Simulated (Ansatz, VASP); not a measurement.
## One calculation of Be, two programs

Contents of INCAR:

```
SYSTEM = Be
  ALGO = Normal
  EDIFF = 1E-7
  EDIFFG = -0.01
  ENCUT = 600
  GGA = PE
  IBRION = 2
  ISIF = 3
  ISMEAR = -1
  LASPH = .True.
  LCHARG = .False.
  LREAL = .False.
  LWAVE = .False.
  NELM = 60
  NSW = 80
  PREC = Accurate
  SIGMA = 0.1
```

KPOINTS

```
k-points
0
Gamma
  15 15 15
  0 0 0
```

File POSCAR:

```
Be
1.0
    2.0615590750      0.0000000000      0.0000000000
    0.0000000000      2.0615590750      0.0000000000
    0.0000000000      0.0000000000      2.0615590750
Be
1
Direct
    0.0000000000      0.0000000000      0.0000000000
```

Input for Ansatz:

```yaml
crystal:
  lattice:
    - [2.061559075, 0.0, 0.0]
    - [0.0, 2.061559075, 0.0]
    - [0.0, 0.0, 2.061559075]
  atoms:
    - { symbol: Be, position: [0.0, 0.0, 0.0] }
hamiltonian:
  xc: pbe
  pseudopotentials:
    kind: paw
    azcp:
      Be: "pseudopotentials/Be.paw.azcp"
basis:
  ecutwfc: 420
  fft_grid_basis: typed
kpoints:
  mp_grid: { grid: [15, 15, 15], shift: [0, 0, 0] }
magnetization:
  spin_polarized: false
scf:
  occupations: { method: fermi_dirac, width: 0.1 }
relax:
  max_steps: 60
  f_tol: 0.01
  cell: {}
```

Alike in both runs: task relaxation of cell and atoms; functional PBE; k mesh 15 × 15 × 15; occupations fermi-dirac, width 0.1 eV; no spin polarisation.

```csv
,VASP,Ansatz
version,VASP 6.6.1,Ansatz 0.2.0
potentials or method,"VASP PAW PBE potentials, release 64 (Be), cutoff 600 eV","plane waves (420 eV) with PAW, scalar-relativistic"
valence electrons in the cell,2,2
```

|  | VASP | Ansatz | Ansatz less VASP |
| --- | --- | --- | --- |
| relaxed volume (Å³/atom) | 10.27 | 10.26 | -0.012 |
| relaxed cell length with the largest relative difference (Å) | 2.174 | 2.173 | -0.0009 |

Noted on VASP's run: the volume moved by over 15 % at a fixed basis, so the end points are rough.
